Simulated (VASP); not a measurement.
# BaO (Fm-3m) in VASP: single point with PBEsol

Aim: the single point of BaO with PBEsol.

Everything below comes from runs of VASP 6.6.1. Logs are shortened: lines on timing, memory, paths and dates and some standing lists are left out, and cuts for length are marked.

## (1) The cell of the first run

The structure is cubic, space group Fm-3m (No. 225). Conventional cell: a = 5.500 Å, b = 5.500 Å, c = 5.500 Å, α = 90.00°, β = 90.00°, γ = 90.00°. Ba (site symmetry m-3m) has 6 O at 2.75 Å within 3.6 Å. O (site symmetry m-3m) has 6 Ba at 2.75 Å within 3.6 Å.

## (2) Single point, PBEsol

INCAR reads:

```
SYSTEM = BaO
PREC = Accurate
ENCUT = 600
EDIFF = 1E-6
ISMEAR = -1
SIGMA = 0.02
LREAL = .FALSE.
LASPH = .TRUE.
NELM = 120
ALGO = Normal
ISIF = 2
LWAVE = .FALSE.
LCHARG = .FALSE.
GGA = PS
NBANDS = 15
GGA_COMPAT = .FALSE.
```

KPOINTS reads:

```
Automatic mesh
0
G
  6 6 6
  0 0 0
```

POSCAR reads:

```
BaO
1.0
    3.8890870000      0.0000000000      0.0000000000
    1.9445435000      3.3680481395      0.0000000000
    1.9445435000      1.1226827132      3.1754262384
Ba O
1 1
Direct
    0.0000000000      0.0000000000      0.0000000000
    0.5000000000      0.5000000000      0.5000000000
```

Potentials or basis: VASP PAW PBE potentials, release 64 (Ba_sv, O).

Launch:

```
cat potpaw_PBE.64/Ba_sv/POTCAR potpaw_PBE.64/O/POTCAR > POTCAR
mpirun -np 1 vasp_std > vasp.out
```

OUTCAR:

```text
SYSTEM = BaO
   PREC = Accurate
   ENCUT = 600
   EDIFF = 1E-6
   ISMEAR = -1
   LREAL = .FALSE.
   LASPH = .TRUE.
   NELM = 120
   ISIF = 2
   GGA = PS

 ion  position               nearest neighbor table
   1  0.000  0.000  0.000-   2 2.75   2 2.75   2 2.75   2 2.75   2 2.75   2 2.75
   2  0.500  0.500  0.500-   1 2.75   1 2.75   1 2.75   1 2.75   1 2.75   1 2.75

  LATTYP: Found a face centered cubic cell.
 ALAT       =     5.4999995806

  Lattice vectors:

 A1 = (   3.8890870000,   0.0000000000,   0.0000000000)
 A2 = (   1.9445435000,   3.3680481395,   0.0000000000)
 A3 = (   1.9445435000,   1.1226827132,   3.1754262384)

Analysis of symmetry for initial positions (statically):
=====================================================================
 Subroutine PRICEL returns:
 Original cell was already a primitive cell.

 Routine SETGRP: Setting up the symmetry group for a
 face centered cubic supercell.

 Subroutine GETGRP returns: Found 48 space group operations
 (whereof 48 operations were pure point group operations)
 out of a pool of 48 trial point group operations.

The static configuration has the point symmetry O_h .

Analysis of symmetry for dynamics (positions and initial velocities):
=====================================================================
 Subroutine PRICEL returns:
 Original cell was already a primitive cell.

 Routine SETGRP: Setting up the symmetry group for a
 face centered cubic supercell.

 Subroutine GETGRP returns: Found 48 space group operations
 (whereof 48 operations were pure point group operations)
 out of a pool of 48 trial point group operations.

The dynamic configuration has the point symmetry O_h .

 Subroutine INISYM returns: Found 48 space group operations
 (whereof 48 operations are pure point group operations),
 and found     1 'primitive' translations

----------------------------------------------------------------------------------------

                                     Primitive cell

  volume of cell :      41.5937

  direct lattice vectors                    reciprocal lattice vectors
     3.889087000  0.000000000  0.000000000     0.257129758 -0.148453935 -0.104972784
     1.944543500  3.368048139  0.000000000     0.000000000  0.296907870 -0.104972784
     1.944543500  1.122682713  3.175426238     0.000000000  0.000000000  0.314918353

  length of vectors
     3.889087000  3.889087000  3.889087000     0.314918353  0.314918353  0.314918353

  position of ions in fractional coordinates (direct lattice)
     0.000000000  0.000000000  0.000000000
     0.500000000  0.500000000  0.500000000

  ion indices of the primitive-cell ions
   primitive index   ion index
                 1           1
                 2           2

----------------------------------------------------------------------------------------

 KPOINTS: Automatic mesh

Automatic generation of k-mesh.
 Grid dimensions read from file:
 generate k-points for:    6    6    6

 Generating k-lattice:

  Cartesian coordinates                     Fractional coordinates (reciprocal lattice)
     0.042854960 -0.024742323 -0.017495464     0.166666667  0.000000000 -0.000000000
     0.000000000  0.049484645 -0.017495464     0.000000000  0.166666667  0.000000000
     0.000000000  0.000000000  0.052486392     0.000000000  0.000000000  0.166666667

  Length of vectors
     0.052486392  0.052486392  0.052486392

  Shift w.r.t. Gamma in fractional coordinates (k-lattice)
     0.000000000  0.000000000  0.000000000

 Subroutine IBZKPT returns following result:
 ===========================================

 Found     16 irreducible k-points:

 Following reciprocal coordinates:
            Coordinates               Weight
  0.000000  0.000000  0.000000      1.000000
  0.166667  0.000000  0.000000      8.000000
  0.333333  0.000000  0.000000      8.000000
  0.500000  0.000000  0.000000      4.000000
  0.166667  0.166667  0.000000      6.000000
  0.333333  0.166667  0.000000     24.000000
[... 8 lines left out ...]
 -0.333333  0.333333  0.166667     24.000000
 -0.333333  0.500000  0.166667     12.000000
   k-points           NKPTS =     16   k-points in BZ     NKDIM =     16   number of bands    NBANDS=     15
   number of dos      NEDOS =    301   number of ions     NIONS =      2
   total plane-waves  NPLWV =  32768
   dimension x,y,z NGX =    32 NGY =   32 NGZ =   32
   dimension x,y,z NGXF=    64 NGYF=   64 NGZF=   64
   ions per type =               1   1
   NGX,Y,Z   is equivalent  to a cutoff of  13.68, 13.68, 13.68 a.u.
   NGXF,Y,Z  is equivalent  to a cutoff of  27.36, 27.36, 27.36 a.u.
 SYSTEM =  BaO
   PREC   = accura    normal or accurate (medium, high low for compatibility)
   ISTART =      0    job   : 0-new  1-cont  2-samecut
   ICHARG =      2    charge: 1-file 2-atom 10-const
   ISPIN  =      1    spin polarized calculation?
   LNONCOLLINEAR =      F non collinear calculations
   LSORBIT =      F    spin-orbit coupling
   LASPH  =      T    aspherical Exc in radial PAW
   ENCUT  =  600.0 eV  44.10 Ry    6.64 a.u.   7.77  7.77  7.77*2*pi/ulx,y,z
   NELM   =    120;   NELMIN=  2; NELMDL= -5     # of ELM steps
   EDIFF  = 0.1E-05   stopping-criterion for ELM
   LREAL  =      F    real-space projection
   EDIFFG = 0.1E-04   stopping-criterion for IOM
   NSW    =      0    number of steps for IOM
   IBRION =     -1    ionic relax: 0-MD 1-quasi-New 2-CG
   NFREE  =      0    steps in history (QN), initial steepest desc. (CG)
   ISIF   =      2    stress and relaxation
   ISYM   =      2    0-nonsym 1-usesym 2-fastsym
   POTIM  = 0.5000    time-step for ionic-motion
   TEBEG  =    0.0;   TEEND  =   0.0 temperature during run
   PSTRESS=    0.0 pullay stress
   NELECT =      16.0000    total number of electrons
   NUPDOWN=      -1.0000    fix difference up-down
   EMIN   =  10.00;   EMAX   =-10.00  energy-range for DOS
   EFERMI =   0.00;   METHOD = LEGACY
   ISMEAR =    -1;   SIGMA  =   0.02  broadening in eV -4-tet -1-fermi 0-gaus
   EFERMI_NEDOS =   21; number of points for ismear=-14 and -15
   IALGO  =     38    algorithm
   IMIX   =      4    mixing-type and parameters
     AMIX     =   0.40;   BMIX     =  1.00
     AMIX_MAG =   1.60;   BMIX_MAG =  1.00
  volume/ion in A,a.u.               =      20.80       140.34
  Fermi-wavevector in a.u.,A,eV,Ry     =   1.190617  2.249940 19.287203  1.417569
  Thomas-Fermi vector in A             =   2.326698
   LORBIT       =      0    0 simple, 1 ext, 2 COOP (PROOUT), +10 PAW based schemes
   GGA     = PS    functional components
   LHFCALC =     F    Hartree Fock is set to
   AEXX    =    0.0000 exact exchange contribution
   IVDW    =     0    specifies the selected vdW correction
   LEPSILON=     F    determine dielectric tensor
   LRPA    =     F    only Hartree local field effects (RPA)
 non-spin polarized calculation
  energy-cutoff  :      600.00
  volume of cell :       41.59
 maximum number of plane-waves:      1411
   NGX = 15   NGY = 15   NGZ = 15

 number of electron      15.9999997 magnetization

 Free energy of the ion-electron system (eV)
  ---------------------------------------------------
  ext. energy  EPLUGINS =         0.00000000
  ---------------------------------------------------
  free energy    TOTEN  =       -12.39731487 eV

  energy without entropy =      -12.39731487  energy(sigma->0) =      -12.39731487

 E-fermi :   2.3491     XC(G=0):  -9.9533

 val. band max:        1.8579738666   @ k =   0.5000   0.5000   0.0000
 cond. band min:       3.6483584164   @ k =   0.5000   0.5000   0.0000
 fundamental gap:      1.7903845498
 Fermi energy:         2.3490588282

 k-point     1 :       0.0000    0.0000    0.0000
  band No.  band energies     occupation
      1     -23.9908      2.00000
      2     -13.1370      2.00000
      3      -8.4367      2.00000
      4      -8.4367      2.00000
      5      -8.4367      2.00000
      6       1.4466      2.00000
      7       1.4466      2.00000
      8       1.4466      2.00000
      9       5.3101      0.00000
     10       6.4738      0.00000
     11       6.4738      0.00000
     12       6.4738      0.00000
     13       8.8159      0.00000
     14       8.8159      0.00000
     15      11.6226      0.00000

 k-point     2 :       0.1667    0.0000    0.0000
  band No.  band energies     occupation
      1     -23.9217      2.00000
      2     -13.3364      2.00000
      3      -8.5005      2.00000
      4      -8.4697      2.00000
      5      -8.4697      2.00000
      6       0.8775      2.00000
      7       1.0953      2.00000
      8       1.0953      2.00000
      9       6.1781      0.00000
     10       6.5412      0.00000
     11       6.9983      0.00000
     12       6.9983      0.00000
     13       9.5292      0.00000
     14       9.5292      0.00000
     15      13.2933      0.00000

 k-point     3 :       0.3333    0.0000    0.0000
  band No.  band energies     occupation
      1     -23.7779      2.00000
      2     -13.7369      2.00000
      3      -8.6139      2.00000
      4      -8.5331      2.00000
      5      -8.5331      2.00000
      6       0.0529      2.00000
      7       0.5069      2.00000
      8       0.5069      2.00000
      9       6.4112      0.00000
     10       8.2668      0.00000
     11       8.2668      0.00000
     12       8.7384      0.00000
     13      11.1183      0.00000
     14      11.1183      0.00000
     15      15.7072      0.00000
[... 199 lines left out ...]
 k-point    15 :      -0.3333    0.3333    0.1667
  band No.  band energies     occupation
      1     -23.6417      2.00000
      2     -13.6598      2.00000
      3      -9.3652      2.00000
      4      -9.3539      2.00000
      5      -8.5293      2.00000
      6       0.3110      2.00000
      7       1.2465      2.00000
      8       1.2670      2.00000
      9       6.5242      0.00000
     10       6.7729      0.00000
     11       9.2861      0.00000
     12      10.4993      0.00000
     13      11.9123      0.00000
     14      13.7486      0.00000
     15      14.4158      0.00000

 k-point    16 :      -0.3333    0.5000    0.1667
  band No.  band energies     occupation
      1     -23.6225      2.00000
      2     -13.5007      2.00000
      3      -9.8293      2.00000
      4      -9.3441      2.00000
      5      -8.6503      2.00000
      6       0.7023      2.00000
      7       1.5854      2.00000
      8       1.7285      2.00000
      9       4.9955      0.00000
     10       8.0105      0.00000
     11       8.5814      0.00000
     12      11.5101      0.00000
     13      11.7930      0.00000
     14      13.9751      0.00000
     15      14.2799      0.00000

------------------------ aborting loop because EDIFF is reached ----------------------------------------

  FORCE on cell =-STRESS in cart. coord.  units (eV):
  Direction    XX          YY          ZZ          XY          YZ          ZX
  --------------------------------------------------------------------------------------
  -------------------------------------------------------------------------------------
  Total        0.3556494      0.3556494      0.3556494     -0.0000000      0.0000000      0.0000000
  in kB       13.6994998     13.6994998     13.6994998     -0.0000000      0.0000000      0.0000000
  external PRESSURE =      13.6994998 kB  Pullay stress =       0.0000000 kB

 VOLUME and BASIS-vectors are now :
 -----------------------------------------------------------------------------
  energy-cutoff  :      600.00
  volume of cell :       41.59
      direct lattice vectors                 reciprocal lattice vectors
     3.889087000  0.000000000  0.000000000     0.257129758 -0.148453935 -0.104972784
     1.944543500  3.368048139  0.000000000     0.000000000  0.296907870 -0.104972784
     1.944543500  1.122682713  3.175426238     0.000000000  0.000000000  0.314918353

 POSITION                                       TOTAL-FORCE (eV/Angst)
 -----------------------------------------------------------------------------------
      0.00000      0.00000      0.00000         0.000000      0.000000      0.000000
      3.88909      2.24537      1.58771        -0.000000     -0.000000      0.000000
 -----------------------------------------------------------------------------------
    total drift:                               -0.000000      0.000000     -0.000000

  FREE ENERGIE OF THE ION-ELECTRON SYSTEM (eV)
  ---------------------------------------------------
  free  energy   TOTEN  =       -12.3973148697 eV

  energy  without entropy=      -12.3973148697  energy(sigma->0) =      -12.39731487
```

It took 11 s on 1 thread of AMD EPYC 7R43 (Zen 3), shared host; peak memory 0.15 GiB.

Results:

- Free energy: -12.3973 eV
- Pressure: 1.4 GPa
- Band gap on the k mesh: 1.79 eV

Caveat: the PAW data sets were made with another functional, which shifts forces and pressure a little; spin-orbit coupling is left out, which moves the levels of the heavy elements. A k mesh can miss the band edges.
